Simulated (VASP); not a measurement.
# SrP6 (Fm-3m) in VASP: single point with PBE

Aim: the single point of SrP6 with PBE.

Everything below comes from runs of VASP 6.6.1. Logs are shortened: lines on timing, memory, paths and dates and some standing lists are left out, and cuts for length are marked.

### 1 The cell of the first run

It takes space group Fm-3m (No. 225, cubic). The conventional cell has a = 8.576 Å, b = 8.576 Å, c = 8.576 Å, α = 90.00°, β = 90.00°, γ = 90.00°. Within 4.0 Å of Sr (site symmetry m-3m) lie 12 P at 3.03 Å. Within 4.0 Å of P (site symmetry mmm) lie 2 Sr at 3.03 Å and 8 P at 3.03 Å.

### 2 Single point, PBE

The input, INCAR:

```
SYSTEM = SrP6
ALGO     = Normal         ! electronic algorithm
EDIFF    = 1E-6           ! SCF threshold, eV
ENCUT    = 520            ! plane-wave cutoff, eV
GGA      = PE             ! functional
ISIF     = 2              ! what is computed and relaxed
ISMEAR   = 0              ! smearing method
LASPH    = .True.         ! aspherical terms in the spheres
LCHARG   = .False.        ! write CHGCAR
LREAL    = .False.        ! projectors in reciprocal space
LWAVE    = .False.        ! write WAVECAR
NBANDS   = 29             ! bands
NELM     = 100            ! most SCF steps
PREC     = Accurate       ! precision mode
SIGMA    = 0.1            ! smearing width, eV
```

The input, KPOINTS:

```
k-points
0
Gamma
  4 4 4
  0 0 0
```

The input, POSCAR:

```
SrP6
1.0
    0.0000000000      4.2878163000      4.2878163000
    4.2878163000      0.0000000000      4.2878163000
    4.2878163000      4.2878163000      0.0000000000
Sr P
1 6
Direct
    0.0000000000      0.0000000000      0.0000000000
    0.5000000000      0.5000000000      0.0000000000
    0.5000000000      0.0000000000      0.5000000000
    0.0000000000      0.0000000000      0.5000000000
    0.0000000000      0.5000000000      0.0000000000
    0.0000000000      0.5000000000      0.5000000000
    0.5000000000      0.0000000000      0.0000000000
```

Potentials or basis: VASP PAW PBE potentials, release 64 (Sr_sv, P).

Launch:

```bash
cat potpaw_PBE.64/Sr_sv/POTCAR potpaw_PBE.64/P/POTCAR > POTCAR
mpirun -np 1 vasp_std > vasp.out
```

OUTCAR:

```text
SYSTEM = SrP6
   EDIFF = 1E-6
   ENCUT = 520
   GGA = PE
   ISIF = 2
   ISMEAR = 0
   LASPH = .True.
   LREAL = .False.
   NELM = 100
   PREC = Accurate

 ion  position               nearest neighbor table
   1  0.000  0.000  0.000-   4 3.03   5 3.03   7 3.03   3 3.03   4 3.03   6 3.03   2 3.03   5 3.03
                             6 3.03   2 3.03   3 3.03   7 3.03
   2  0.500  0.500  0.000-   1 3.03   1 3.03
   3  0.500  0.000  0.500-   1 3.03   1 3.03
   4  0.000  0.000  0.500-   1 3.03   1 3.03
   5  0.000  0.500  0.000-   1 3.03   1 3.03
   6  0.000  0.500  0.500-   1 3.03   1 3.03
   7  0.500  0.000  0.000-   1 3.03   1 3.03

  LATTYP: Found a face centered cubic cell.
 ALAT       =     8.5756326000

  Lattice vectors:

 A1 = (   0.0000000000,   4.2878163000,   4.2878163000)
 A2 = (   4.2878163000,   0.0000000000,   4.2878163000)
 A3 = (   4.2878163000,   4.2878163000,   0.0000000000)

Analysis of symmetry for initial positions (statically):
=====================================================================
 Subroutine PRICEL returns:
 Original cell was already a primitive cell.

 Routine SETGRP: Setting up the symmetry group for a
 face centered cubic supercell.

 Subroutine GETGRP returns: Found 48 space group operations
 (whereof 48 operations were pure point group operations)
 out of a pool of 48 trial point group operations.

The static configuration has the point symmetry O_h .

Analysis of symmetry for dynamics (positions and initial velocities):
=====================================================================
 Subroutine PRICEL returns:
 Original cell was already a primitive cell.

 Routine SETGRP: Setting up the symmetry group for a
 face centered cubic supercell.

 Subroutine GETGRP returns: Found 48 space group operations
 (whereof 48 operations were pure point group operations)
 out of a pool of 48 trial point group operations.

The dynamic configuration has the point symmetry O_h .

 Subroutine INISYM returns: Found 48 space group operations
 (whereof 48 operations are pure point group operations),
 and found     1 'primitive' translations

----------------------------------------------------------------------------------------

                                     Primitive cell

  volume of cell :     157.6662

[... 83 lines left out ...]
   EDIFFG = 0.1E-04   stopping-criterion for IOM
   NSW    =      0    number of steps for IOM
   IBRION =     -1    ionic relax: 0-MD 1-quasi-New 2-CG
   NFREE  =      0    steps in history (QN), initial steepest desc. (CG)
   ISIF   =      2    stress and relaxation
   ISYM   =      2    0-nonsym 1-usesym 2-fastsym
   POTIM  = 0.5000    time-step for ionic-motion
   TEBEG  =    0.0;   TEEND  =   0.0 temperature during run
   PSTRESS=    0.0 pullay stress
   NELECT =      40.0000    total number of electrons
   NUPDOWN=      -1.0000    fix difference up-down
   EMIN   =  10.00;   EMAX   =-10.00  energy-range for DOS
   EFERMI =   0.00;   METHOD = LEGACY
   ISMEAR =     0;   SIGMA  =   0.10  broadening in eV -4-tet -1-fermi 0-gaus
   EFERMI_NEDOS =   21; number of points for ismear=-14 and -15
   IALGO  =     38    algorithm
   IMIX   =      4    mixing-type and parameters
     AMIX     =   0.40;   BMIX     =  1.00
     AMIX_MAG =   1.60;   BMIX_MAG =  1.00
  volume/ion in A,a.u.               =      22.52       152.00
  Fermi-wavevector in a.u.,A,eV,Ry     =   1.036371  1.958458 14.613544  1.074065
  Thomas-Fermi vector in A             =   2.170759
   LORBIT       =      0    0 simple, 1 ext, 2 COOP (PROOUT), +10 PAW based schemes
   GGA     = PE    functional components
   LHFCALC =     F    Hartree Fock is set to
   AEXX    =    0.0000 exact exchange contribution
   IVDW    =     0    specifies the selected vdW correction
   LEPSILON=     F    determine dielectric tensor
   LRPA    =     F    only Hartree local field effects (RPA)
 non-spin polarized calculation
 Gauss-broadening in eV      SIGMA  =   0.10
  energy-cutoff  :      520.00
  volume of cell :      157.67
 maximum number of plane-waves:      4279
 NGX is ok and might be reduce to    48
   NGX = 23   NGY = 23   NGZ = 23

 number of electron      40.0000002 magnetization

 Free energy of the ion-electron system (eV)
  ---------------------------------------------------
  ext. energy  EPLUGINS =         0.00000000
  ---------------------------------------------------
  free energy    TOTEN  =       -30.14273972 eV

  energy without entropy =      -30.13097707  energy(sigma->0) =      -30.13685840

 E-fermi :   4.3658     XC(G=0):  -9.5581

 val. band max:        4.1860788626   @ k =   0.2500   0.2500   0.0000
 cond. band min:       4.4400158093   @ k =  -0.2500   0.5000   0.2500
 fundamental gap:      0.2539369468
 Fermi energy:         4.3658028633

 k-point     1 :       0.0000    0.0000    0.0000
  band No.  band energies     occupation
      1     -29.5719      2.00000
      2     -11.8329      2.00000
      3     -11.8329      2.00000
      4     -11.8329      2.00000
      5      -7.9945      2.00000
      6      -5.0585      2.00000
[... 245 lines left out ...]
     28       6.5271      0.00000
     29      10.2989      0.00000

------------------------ aborting loop because EDIFF is reached ----------------------------------------

  FORCE on cell =-STRESS in cart. coord.  units (eV):
  Direction    XX          YY          ZZ          XY          YZ          ZX
  --------------------------------------------------------------------------------------
  -------------------------------------------------------------------------------------
  Total       -8.0840829     -8.0840829     -8.0840829      0.0000000     -0.0000000      0.0000000
  in kB      -82.1491042    -82.1491042    -82.1491042      0.0000000     -0.0000000      0.0000000
  external PRESSURE =     -82.1491042 kB  Pullay stress =       0.0000000 kB

 VOLUME and BASIS-vectors are now :
 -----------------------------------------------------------------------------
  energy-cutoff  :      520.00
  volume of cell :      157.67
      direct lattice vectors                 reciprocal lattice vectors
     0.000000000  4.287816300  4.287816300    -0.116609473  0.116609473  0.116609473
     4.287816300  0.000000000  4.287816300     0.116609473 -0.116609473  0.116609473
     4.287816300  4.287816300  0.000000000     0.116609473  0.116609473 -0.116609473

 POSITION                                       TOTAL-FORCE (eV/Angst)
 -----------------------------------------------------------------------------------
      0.00000      0.00000      0.00000        -0.000000      0.000000     -0.000000
      2.14391      2.14391      4.28782        -0.000000      0.000000      0.000000
      2.14391      4.28782      2.14391         0.000000      0.000000     -0.000000
      2.14391      2.14391      0.00000        -0.000000      0.000000      0.000000
      2.14391      0.00000      2.14391        -0.000000     -0.000000     -0.000000
      4.28782      2.14391      2.14391         0.000000     -0.000000      0.000000
      0.00000      2.14391      2.14391         0.000000      0.000000     -0.000000
 -----------------------------------------------------------------------------------
    total drift:                                0.000000      0.000000     -0.000000

  FREE ENERGIE OF THE ION-ELECTRON SYSTEM (eV)
  ---------------------------------------------------
  free  energy   TOTEN  =       -30.1427397192 eV

  energy  without entropy=      -30.1309770743  energy(sigma->0) =      -30.13685840
```

Run time: 63 s. Hardware: 1 thread of Intel Xeon Platinum 8488C (Sapphire Rapids), shared host; peak memory 0.32 GiB.

What came out:

- Free energy: -30.1427 eV
- Pressure: -8.2 GPa
- Band gap on the k mesh: zero (band 20 reaches 5.27 eV, above the bottom of band 21 at 3.59 eV)
